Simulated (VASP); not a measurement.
# Ga (Pm-3m) in VASP: single point with LDA

Aim: the single point of Ga with LDA.

Everything below comes from runs of VASP 6.6.1. Logs are shortened: lines on timing, memory, paths and dates and some standing lists are left out, and cuts for length are marked.

## (1) The cell of the first run

The structure is cubic, space group Pm-3m (No. 221). The conventional cell has a = 3.004 Å, b = 3.004 Å, c = 3.004 Å, α = 90.00°, β = 90.00°, γ = 90.00°. Ga (site symmetry m-3m) has 6 Ga at 3.00 Å within 4.0 Å.

## (2) Single point, LDA

INCAR reads:

```
PREC = Accurate ; ENCUT = 520
EDIFF = 1E-6 ; ISMEAR = -1
SIGMA = 0.1 ; LREAL = False
LASPH = True ; NELM = 100
ALGO = Normal ; ISIF = 2
LWAVE = False ; LCHARG = False
GGA = CA ; NBANDS = 12
```

KPOINTS reads:

```
Automatic mesh
0
Gamma
  10 10 10
```

POSCAR reads:

```
Ga
1.0
    3.0040000000      0.0000000000      0.0000000000
    0.0000000000      3.0040000000      0.0000000000
    0.0000000000      0.0000000000      3.0040000000
Ga
1
Direct
    0.0000000000      0.0000000000      0.0000000000
```

Potentials or basis: VASP PAW LDA potentials, release 64 (Ga_d).

The run is started by

```console
cat potpaw_LDA.64/Ga_d/POTCAR > POTCAR
mpirun -np 1 vasp_std > vasp.out
```

OUTCAR:

```text
PREC = Accurate
   ENCUT = 520
   EDIFF = 1E-6
   ISMEAR = -1
   LREAL = False
   LASPH = True
   NELM = 100
   ISIF = 2
   GGA = CA

 ion  position               nearest neighbor table
   1  0.000  0.000  0.000-

  LATTYP: Found a simple cubic cell.
 ALAT       =     3.0040000000

  Lattice vectors:

 A1 = (   3.0040000000,   0.0000000000,   0.0000000000)
 A2 = (   0.0000000000,   3.0040000000,   0.0000000000)
 A3 = (   0.0000000000,   0.0000000000,   3.0040000000)

Analysis of symmetry for initial positions (statically):
=====================================================================
 Subroutine PRICEL returns:
 Original cell was already a primitive cell.

 Routine SETGRP: Setting up the symmetry group for a
 simple cubic supercell.

 Subroutine GETGRP returns: Found 48 space group operations
 (whereof 48 operations were pure point group operations)
 out of a pool of 48 trial point group operations.

The static configuration has the point symmetry O_h .

Analysis of symmetry for dynamics (positions and initial velocities):
=====================================================================
 Subroutine PRICEL returns:
 Original cell was already a primitive cell.

 Routine SETGRP: Setting up the symmetry group for a
 simple cubic supercell.

 Subroutine GETGRP returns: Found 48 space group operations
 (whereof 48 operations were pure point group operations)
 out of a pool of 48 trial point group operations.

The dynamic configuration has the point symmetry O_h .

 Subroutine INISYM returns: Found 48 space group operations
 (whereof 48 operations are pure point group operations),
 and found     1 'primitive' translations

----------------------------------------------------------------------------------------

                                     Primitive cell

  volume of cell :      27.1081

  direct lattice vectors                    reciprocal lattice vectors
     3.004000000  0.000000000  0.000000000     0.332889481  0.000000000  0.000000000
     0.000000000  3.004000000  0.000000000     0.000000000  0.332889481  0.000000000
     0.000000000  0.000000000  3.004000000     0.000000000  0.000000000  0.332889481

  length of vectors
     3.004000000  3.004000000  3.004000000     0.332889481  0.332889481  0.332889481

  position of ions in fractional coordinates (direct lattice)
     0.000000000  0.000000000  0.000000000

  ion indices of the primitive-cell ions
   primitive index   ion index
                 1           1

----------------------------------------------------------------------------------------

 KPOINTS: Automatic mesh

Automatic generation of k-mesh.
 Grid dimensions read from file:
 generate k-points for:   10   10   10

 Generating k-lattice:

  Cartesian coordinates                     Fractional coordinates (reciprocal lattice)
     0.033288948  0.000000000  0.000000000     0.100000000  0.000000000  0.000000000
     0.000000000  0.033288948  0.000000000     0.000000000  0.100000000  0.000000000
     0.000000000  0.000000000  0.033288948     0.000000000  0.000000000  0.100000000

  Length of vectors
     0.033288948  0.033288948  0.033288948

  Shift w.r.t. Gamma in fractional coordinates (k-lattice)
     0.000000000  0.000000000  0.000000000

 Subroutine IBZKPT returns following result:
 ===========================================

 Found     56 irreducible k-points:

 Following reciprocal coordinates:
            Coordinates               Weight
  0.000000  0.000000  0.000000      1.000000
  0.100000  0.000000  0.000000      6.000000
  0.200000  0.000000  0.000000      6.000000
  0.300000  0.000000  0.000000      6.000000
  0.400000  0.000000  0.000000      6.000000
  0.500000  0.000000  0.000000      3.000000
[... 16 lines left out ...]
  0.200000  0.100000  0.100000     24.000000
  0.300000  0.100000  0.100000     24.000000
 [... further k-points ...]
   k-points           NKPTS =     56   k-points in BZ     NKDIM =     56   number of bands    NBANDS=     12
   number of dos      NEDOS =    301   number of ions     NIONS =      1
   total plane-waves  NPLWV =  13824
   dimension x,y,z NGX =    24 NGY =   24 NGZ =   24
   dimension x,y,z NGXF=    48 NGYF=   48 NGZF=   48
   ions per type =               1
   NGX,Y,Z   is equivalent  to a cutoff of  13.28, 13.28, 13.28 a.u.
   NGXF,Y,Z  is equivalent  to a cutoff of  26.56, 26.56, 26.56 a.u.
 SYSTEM =  unknown system
   PREC   = accura    normal or accurate (medium, high low for compatibility)
   ISTART =      0    job   : 0-new  1-cont  2-samecut
   ICHARG =      2    charge: 1-file 2-atom 10-const
   ISPIN  =      1    spin polarized calculation?
   LNONCOLLINEAR =      F non collinear calculations
   LSORBIT =      F    spin-orbit coupling
   LASPH  =      T    aspherical Exc in radial PAW
   ENCUT  =  520.0 eV  38.22 Ry    6.18 a.u.   5.59  5.59  5.59*2*pi/ulx,y,z
   NELM   =    100;   NELMIN=  2; NELMDL= -5     # of ELM steps
   EDIFF  = 0.1E-05   stopping-criterion for ELM
   LREAL  =      F    real-space projection
   EDIFFG = 0.1E-04   stopping-criterion for IOM
   NSW    =      0    number of steps for IOM
   IBRION =     -1    ionic relax: 0-MD 1-quasi-New 2-CG
   NFREE  =      0    steps in history (QN), initial steepest desc. (CG)
   ISIF   =      2    stress and relaxation
   ISYM   =      2    0-nonsym 1-usesym 2-fastsym
   POTIM  = 0.5000    time-step for ionic-motion
   TEBEG  =    0.0;   TEEND  =   0.0 temperature during run
   PSTRESS=    0.0 pullay stress
   NELECT =      13.0000    total number of electrons
   NUPDOWN=      -1.0000    fix difference up-down
   EMIN   =  10.00;   EMAX   =-10.00  energy-range for DOS
   EFERMI =   0.00;   METHOD = LEGACY
   ISMEAR =    -1;   SIGMA  =   0.10  broadening in eV -4-tet -1-fermi 0-gaus
   EFERMI_NEDOS =   21; number of points for ismear=-14 and -15
   IALGO  =     38    algorithm
   IMIX   =      4    mixing-type and parameters
     AMIX     =   0.40;   BMIX     =  1.00
     AMIX_MAG =   1.60;   BMIX_MAG =  1.00
  volume/ion in A,a.u.               =      27.11       182.93
  Fermi-wavevector in a.u.,A,eV,Ry     =   1.281414  2.421521 22.341052  1.642021
  Thomas-Fermi vector in A             =   2.413785
   LORBIT       =      0    0 simple, 1 ext, 2 COOP (PROOUT), +10 PAW based schemes
   GGA     = CA    functional components
   LHFCALC =     F    Hartree Fock is set to
   AEXX    =    0.0000 exact exchange contribution
   IVDW    =     0    specifies the selected vdW correction
   LEPSILON=     F    determine dielectric tensor
   LRPA    =     F    only Hartree local field effects (RPA)
 non-spin polarized calculation
  energy-cutoff  :      520.00
  volume of cell :       27.11
 maximum number of plane-waves:       740
 NGX is ok and might be reduce to    24
   NGX = 11   NGY = 11   NGZ = 11

 number of electron      13.0000007 magnetization

 Free energy of the ion-electron system (eV)
  ---------------------------------------------------
  ext. energy  EPLUGINS =         0.00000000
  ---------------------------------------------------
  free energy    TOTEN  =        -3.14480310 eV

  energy without entropy =       -3.12500147  energy(sigma->0) =       -3.13490229

 E-fermi :   2.4280     XC(G=0):  -9.5337

 val. band max:        2.4079548381   @ k =   0.3000   0.0000   0.0000
 cond. band min:       2.5376255908   @ k =   0.4000   0.4000   0.1000
 fundamental gap:      0.1296707527
 Fermi energy:         2.4279681728

 k-point     1 :       0.0000    0.0000    0.0000
  band No.  band energies     occupation
      1     -12.6487      2.00000
      2     -12.6487      2.00000
      3     -12.4057      2.00000
      4     -12.4057      2.00000
      5     -12.4057      2.00000
      6      -6.4900      2.00000
      7       9.3159      0.00000
      8       9.3159      0.00000
      9       9.3159      0.00000
     10      12.5569      0.00000
     11      12.5569      0.00000
     12      13.4058      0.00000

 k-point     2 :       0.1000    0.0000    0.0000
  band No.  band energies     occupation
      1     -12.6472      2.00000
      2     -12.6315      2.00000
      3     -12.4119      2.00000
      4     -12.4119      2.00000
      5     -12.4052      2.00000
      6      -6.3321      2.00000
      7       7.4586      0.00000
      8       9.4675      0.00000
      9       9.4675      0.00000
     10      12.7012      0.00000
     11      13.2279      0.00000
     12      15.0118      0.00000

 k-point     3 :       0.2000    0.0000    0.0000
  band No.  band energies     occupation
      1     -12.6433      2.00000
      2     -12.5871      2.00000
      3     -12.4282      2.00000
      4     -12.4282      2.00000
      5     -12.4038      2.00000
      6      -5.8610      2.00000
      7       4.8182      0.00000
      8       9.9041      0.00000
      9       9.9041      0.00000
     10      13.1314      0.00000
     11      13.6949      0.00000
     12      18.3348      0.00000
[... 286 lines left out ...]
 k-point    23 :       0.2000    0.1000    0.1000
  band No.  band energies     occupation
      1     -12.6167      2.00000
      2     -12.5747      2.00000
      3     -12.4358      2.00000
      4     -12.4344      2.00000
      5     -12.4163      2.00000
      6      -5.5463      2.00000
      7       5.1178      0.00000
      8       8.0847      0.00000
      9       8.3730      0.00000
     10      15.5278      0.00000
     11      15.5846      0.00000
     12      18.1874      0.00000

 k-point    24 :       0.3000    0.1000    0.1000
  band No.  band energies     occupation
      1     -12.6121      2.00000
      2     -12.5193      2.00000
      3     -12.4571      2.00000
      4     -12.4552      2.00000
      5     -12.4144      2.00000
      6      -4.7820      2.00000
      7       2.7153      0.10701
      8       8.7540      0.00000
      9       9.0857      0.00000
     10      15.4735      0.00000
     11      16.0758      0.00000
     12      17.4254      0.00000

 [... further k-points ...]

------------------------ aborting loop because EDIFF is reached ----------------------------------------

  FORCE on cell =-STRESS in cart. coord.  units (eV):
  Direction    XX          YY          ZZ          XY          YZ          ZX
  --------------------------------------------------------------------------------------
  -------------------------------------------------------------------------------------
  Total       -1.5643050     -1.5643050     -1.5643050      0.0000000     -0.0000000      0.0000000
  in kB      -92.4553872    -92.4553872    -92.4553872      0.0000000     -0.0000000      0.0000000
  external PRESSURE =     -92.4553872 kB  Pullay stress =       0.0000000 kB

 VOLUME and BASIS-vectors are now :
 -----------------------------------------------------------------------------
  energy-cutoff  :      520.00
  volume of cell :       27.11
      direct lattice vectors                 reciprocal lattice vectors
     3.004000000  0.000000000  0.000000000     0.332889481  0.000000000  0.000000000
     0.000000000  3.004000000  0.000000000     0.000000000  0.332889481  0.000000000
     0.000000000  0.000000000  3.004000000     0.000000000  0.000000000  0.332889481

 POSITION                                       TOTAL-FORCE (eV/Angst)
 -----------------------------------------------------------------------------------
      0.00000      0.00000      0.00000         0.000000      0.000000      0.000000
 -----------------------------------------------------------------------------------
    total drift:                                0.000000     -0.000000     -0.000000

  FREE ENERGIE OF THE ION-ELECTRON SYSTEM (eV)
  ---------------------------------------------------
  free  energy   TOTEN  =        -3.1448031036 eV

  energy  without entropy=       -3.1250014732  energy(sigma->0) =       -3.13490229
```

Wall time 19 s (1 thread of AMD EPYC 7R13, shared host); peak memory 0.1 GiB.

What came out:

| Property | Result |
| --- | --- |
| Free energy | -3.1448 eV |
| Pressure | -9.2 GPa |
